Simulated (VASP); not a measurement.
A run of VASP 6.6.1:

INCAR

```
SYSTEM = PtSe2
PREC     = Accurate       ! precision mode
ENCUT    = 600            ! plane-wave cutoff, eV
EDIFF    = 1E-6           ! SCF threshold, eV
ISMEAR   = 0              ! smearing method
SIGMA    = 0.02           ! smearing width, eV
LREAL    = .FALSE.        ! projectors in reciprocal space
LASPH    = .TRUE.         ! aspherical terms in the spheres
NELM     = 100            ! most SCF steps
ALGO     = Normal         ! electronic algorithm
ISIF     = 4              ! what is computed and relaxed
LWAVE    = .FALSE.        ! write WAVECAR
LCHARG   = .FALSE.        ! write CHGCAR
GGA      = PE             ! functional
IBRION   = 2              ! ionic algorithm
NSW      = 50             ! ionic steps
EDIFFG   = -0.01          ! ionic threshold
```

KPOINTS

```
regular mesh
0
G
  12 12 4
  0 0 0
```

File POSCAR:

```
PtSe2
1.0
    3.7124653938      0.0000000000      0.0000000000
   -1.8562326969      3.2150893417      0.0000000000
    0.0000000000      0.0000000000      5.8537207499
Pt Se
1 2
Direct
    0.0000000000      0.0000000000      0.0000000000
    0.3333333333      0.6666666667      0.2203504449
    0.6666666667      0.3333333333      0.7796495551
```

Potentials or basis: VASP PAW PBE potentials, release 64 (Pt, Se).

Command:

```bash
$ cat potpaw_PBE.64/Pt/POTCAR potpaw_PBE.64/Se/POTCAR > POTCAR
$ mpirun -np 1 vasp_std > vasp.out
```

Hardware: 1 thread of Intel(R) Xeon(R) 6975P-C (Granite Rapids) (shared host).

How long does it take, and how much memory?

It took 2.4 min on 1 thread of Intel(R) Xeon(R) 6975P-C (Granite Rapids), with other jobs on the host, peak memory 0.26 GiB. Counts: scf iterations 46, k points 69, ion steps 6.
